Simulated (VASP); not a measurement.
# Au (I4/mmm) in VASP: notebook, part 2 of 2

VASP 6.6.1.

### 3 Single point, PBE (volume scaled by 1.06, then relaxed in part)

Input file INCAR:

```
SYSTEM = Au
PREC = Accurate ; ENCUT = 520
EDIFF = 1E-6 ; ISMEAR = 0
SIGMA = 0.1 ; LREAL = .FALSE.
LASPH = .TRUE. ; NELM = 80
ALGO = Fast ; ISIF = 2
LWAVE = .FALSE. ; LCHARG = .FALSE.
GGA = PE ; NBANDS = 18
```

Input file KPOINTS:

```
regular mesh
0
G
  14 14 10
  0 0 0
```

Input file POSCAR:

```
Au
1.0
    3.0015579878     -0.0186739856      0.3855225525
   -0.0325162492      2.9996189170      0.3994443099
   -0.5285359380     -0.5501568532      4.0883669069
Au
2
Direct
    0.2500000000      0.2500000000      0.7500000000
    0.7500000000      0.7500000000      0.2500000000
```

Potentials or basis: VASP PAW PBE potentials, release 64 (Au).

Started as:

```bash
cat potpaw_PBE.64/Au/POTCAR > POTCAR
mpirun -np 1 vasp_std > vasp.out
```

OUTCAR:

```text
SYSTEM = Au
   PREC = Accurate
   ENCUT = 520
   EDIFF = 1E-6
   ISMEAR = 0
   LREAL = .FALSE.
   LASPH = .TRUE.
   NELM = 80
   ISIF = 2
   GGA = PE

 ion  position               nearest neighbor table
   1  0.250  0.250  0.750-   2 2.98   2 2.98   2 2.98   2 2.98   2 2.98   2 2.98   2 2.98   2 2.98

   2  0.750  0.750  0.250-   1 2.98   1 2.98   1 2.98   1 2.98   1 2.98   1 2.98   1 2.98   1 2.98

  LATTYP: Found a base centered orthorhombic cell.
 ALAT       =     4.2797070387
 B/A-ratio  =     1.0000415523
 C/A-ratio  =     0.9717810449

  Lattice vectors:

[... 699 lines left out ...]
      5       3.6673      2.00000
      6       3.9404      2.00000
[... 10 lines left out ...]
     17      21.8653      0.00000
     18      24.1558      0.00000

 [... further k-points ...]
[... 5 lines left out ...]
  --------------------------------------------------------------------------------------
  -------------------------------------------------------------------------------------
  Total       -1.6460612     -1.6460905     -1.6657473     -0.0004985      0.0026738      0.0025673
  in kB      -69.2401421    -69.2413751    -70.0682226     -0.0209695      0.1124703      0.1079922
  external PRESSURE =     -69.5165800 kB  Pullay stress =       0.0000000 kB

 VOLUME and BASIS-vectors are now :
 -----------------------------------------------------------------------------
  energy-cutoff  :      520.00
  volume of cell :       38.09
      direct lattice vectors                 reciprocal lattice vectors
     3.001557988 -0.018673986  0.385522553     0.327741021 -0.002052627  0.042093492
    -0.032516249  2.999618917  0.399444310    -0.003564076  0.327529230  0.043613676
    -0.528535938 -0.550156853  4.088366907    -0.030556921 -0.031806919  0.236365961

 POSITION                                       TOTAL-FORCE (eV/Angst)
 -----------------------------------------------------------------------------------
      0.34586      0.33262      3.26252         0.000000      0.000000      0.000000
      2.09465      2.09817      1.61082        -0.000000     -0.000000     -0.000000
 -----------------------------------------------------------------------------------
    total drift:                                0.000000     -0.000000      0.000000

  FREE ENERGIE OF THE ION-ELECTRON SYSTEM (eV)
  ---------------------------------------------------
  free  energy   TOTEN  =        -6.3932040996 eV

  energy  without entropy=       -6.3905519119  energy(sigma->0) =       -6.39187801
```

OSZICAR:

```text
N       E                     dE             d eps       ncg     rms          rms(c)
DAV:   1     0.118203370381E+03    0.11820E+03   -0.11548E+04 12312   0.117E+03
DAV:   2    -0.486803354086E+01   -0.12307E+03   -0.11745E+03 13182   0.252E+02
DAV:   3    -0.689467679491E+01   -0.20266E+01   -0.20150E+01 14352   0.321E+01
DAV:   4    -0.690370622476E+01   -0.90294E-02   -0.90282E-02 13384   0.228E+00
DAV:   5    -0.690379319266E+01   -0.86968E-04   -0.86967E-04 13696   0.241E-01    0.941E+00
RMM:   6    -0.641873421223E+01    0.48506E+00   -0.93387E-01 12321   0.715E+00    0.630E+00
RMM:   7    -0.639595145377E+01    0.22783E-01   -0.88307E-02 12719   0.240E+00    0.334E+00
RMM:   8    -0.639338172837E+01    0.25697E-02   -0.84430E-03 12816   0.662E-01    0.503E-01
RMM:   9    -0.639318921540E+01    0.19251E-03   -0.10834E-03 13322   0.247E-01    0.123E-01
RMM:  10    -0.639320563399E+01   -0.16419E-04   -0.12250E-04 13390   0.750E-02    0.855E-02
RMM:  11    -0.639320392438E+01    0.17096E-05   -0.24309E-05 13378   0.348E-02    0.141E-02
RMM:  12    -0.639320409965E+01   -0.17527E-06   -0.29826E-06 10856   0.111E-02
   1 F= -.63932041E+01 E0= -.63918780E+01  d E =-.265219E-02
```

stdout:

```text
POSCAR found type information on POSCAR Au
 POSCAR found :  1 types and       2 ions
 scaLAPACK will be used
 LDA part: xc-table for (Slater+PW92), standard interpolation
 POSCAR, INCAR and KPOINTS ok, starting setup
 FFT: planning ... GRIDC
 FFT: planning ... GRID_SOFT
 FFT: planning ... GRID
 WAVECAR not read
 entering main loop
```

Wall time 2.1 min (1 thread of Intel Xeon Platinum 8259CL at 2.50GHz (Skylake/Cascade Lake), shared host); peak memory 0.29 GiB.

What came out:

```
Free energy            : -6.3932 eV
Pressure               : -7.0 GPa
Band gap on the k mesh : zero (band 11 reaches 11.72 eV, above the bottom of band 12 at 5.22 eV)
```

Caveat: spin-orbit coupling is left out, which moves the levels of the heavy elements.

### 4 Single point, PBE (volume scaled by 1.10, then relaxed in part)

Input file INCAR:

```
SYSTEM = Au
PREC     = Accurate       ! precision mode
ENCUT    = 520            ! plane-wave cutoff, eV
EDIFF    = 1E-7           ! SCF threshold, eV
ISMEAR   = 0              ! smearing method
SIGMA    = 0.1            ! smearing width, eV
LREAL    = .False.        ! projectors in reciprocal space
LASPH    = .True.         ! aspherical terms in the spheres
NELM     = 60             ! most SCF steps
ALGO     = Fast           ! electronic algorithm
ISIF     = 2              ! what is computed and relaxed
LWAVE    = .False.        ! write WAVECAR
LCHARG   = .False.        ! write CHGCAR
GGA      = PE             ! functional
NBANDS   = 18             ! bands
```

Input file KPOINTS:

```
Automatic mesh
0
Gamma
  14 14 10
  0 0 0
```

Input file POSCAR:

```
Au
1.0
    3.0388482354     -0.0189059843      0.3903121423
   -0.0329202191      3.0368850743      0.4044068585
   -0.5351022733     -0.5569917987      4.1391592670
Au
2
Direct
    0.2500000000      0.2500000000      0.7500000000
    0.7500000000      0.7500000000      0.2500000000
```

Started as:

```bash
cat potpaw_PBE.64/Au/POTCAR > POTCAR
mpirun -np 1 vasp_std > vasp.out
```

Wall time 2.2 min (1 thread of Intel Xeon Platinum 8259CL at 2.50GHz (Skylake/Cascade Lake), shared host); peak memory 0.3 GiB.

Results (log left out):

* Free energy: -6.3165 eV
* Pressure: -10.1 GPa
* Band gap on the k mesh: zero (band 11 reaches 11.01 eV, above the bottom of band 12 at 4.75 eV)

Levels at points of the mesh, in eV from the Fermi level:
```csv
k point,band 7,band 8,band 9,band 10,band 11,band 12,band 13,band 14,band 15,band 16
"(0.00, 0.00, 0.00)",-2.93,-2.72,-1.94,-1.65,-1.64,1.70,5.04,9.25,9.25,14.62
"(0.50, 0.00, 0.00)",-3.28,-3.28,-2.86,-2.86,-0.55,-0.55,8.07,8.07,9.44,9.44
"(0.50, 0.50, 0.00)",-1.73,-1.73,-1.59,-1.59,1.27,1.27,4.47,4.47,9.72,9.72
"(0.00, 0.00, 0.50)",-3.07,-3.07,-3.07,-3.07,-2.46,-2.46,13.49,13.49,13.49,13.49
"(0.50, 0.00, 0.50)",-1.95,-1.95,-1.85,-1.85,-0.31,-0.31,2.34,2.34,13.98,13.98
"(0.50, 0.50, 0.50)",-2.89,-2.89,-1.73,-1.73,3.73,3.73,5.89,5.89,5.89,5.89
```

Caveat: spin-orbit coupling is left out, which moves the levels of the heavy elements.

### 5 Summary

| cell | further INCAR settings | gap on the mesh (eV) | pressure (GPa) |
| --- | --- | --- | --- |
| a = 2.997, b = 2.997, c = 4.119 Å, 2 atoms | ALGO = Fast; EDIFF = 1e-06; NBANDS = 18 | none | -3.9 |
| a = 3.026, b = 3.026, c = 4.159 Å, 2 atoms | ALGO = Fast; EDIFF = 1e-06; NBANDS = 18 | none | -7.0 |
| a = 3.064, b = 3.064, c = 4.211 Å, 2 atoms | ALGO = Fast; EDIFF = 1e-07; NBANDS = 18 | none | -10.1 |

Alike in all rows: task single point; level PBE; potentials or basis VASP PAW PBE potentials, release 64 (Au); no spin polarisation; k mesh 14 × 14 × 10; cutoff (eV) 520; smearing gaussian 0.1 eV.

Caveats: spin-orbit coupling is left out, which moves the levels of the heavy elements.

Absolute energies hang on the potentials; compare differences alone.
